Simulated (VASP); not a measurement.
A run of VASP 6.6.1:

Contents of INCAR:

```
PREC = Accurate
ENCUT = 520
EDIFF = 1E-6
ISMEAR = 0
SIGMA = 0.1
LREAL = False
LASPH = True
NELM = 60
ALGO = Normal
ISIF = 2
LWAVE = False
LCHARG = False
GGA = PE
NBANDS = 28
```

The input KPOINTS:

```
Automatic mesh
0
Gamma
  10 10 4
```

The input POSCAR:

```
Si6Ge
1.0
    2.5518091452     -2.4885964823      0.0333504423
    2.5518091452      2.4885964823      0.0333504423
   -0.1188060094      0.0000000000      9.0629005325
Si Ge
6 1
Direct
    0.7495497357      0.2504502643      0.0000000000
    0.2504502643      0.7495497357      0.0000000000
    0.5000578336      1.0000457430      0.7400334878
   -0.0000457430      0.4999421664      0.2599665122
    0.4999421664     -0.0000457430      0.2599665122
    1.0000457430      0.5000578336      0.7400334878
    0.5000000000      0.5000000000      0.5000000000
```

Potentials or basis: VASP PAW PBE potentials, release 64 (Si, Ge_d).

Run with:

```sh
$ cat potpaw_PBE.64/Si/POTCAR potpaw_PBE.64/Ge_d/POTCAR > POTCAR
$ mpirun -np 1 vasp_std > vasp.out
```

Hardware: 1 thread of AMD EPYC 7R13 Processor (Zen 3), with other jobs on the host.

Question: How long does it take, and how much memory?

Answer: Wall time 3.7 min on 1 thread of AMD EPYC 7R13 Processor (Zen 3), on a shared host, peak memory 0.4 GiB. Counts: scf iterations 13, k points 117.
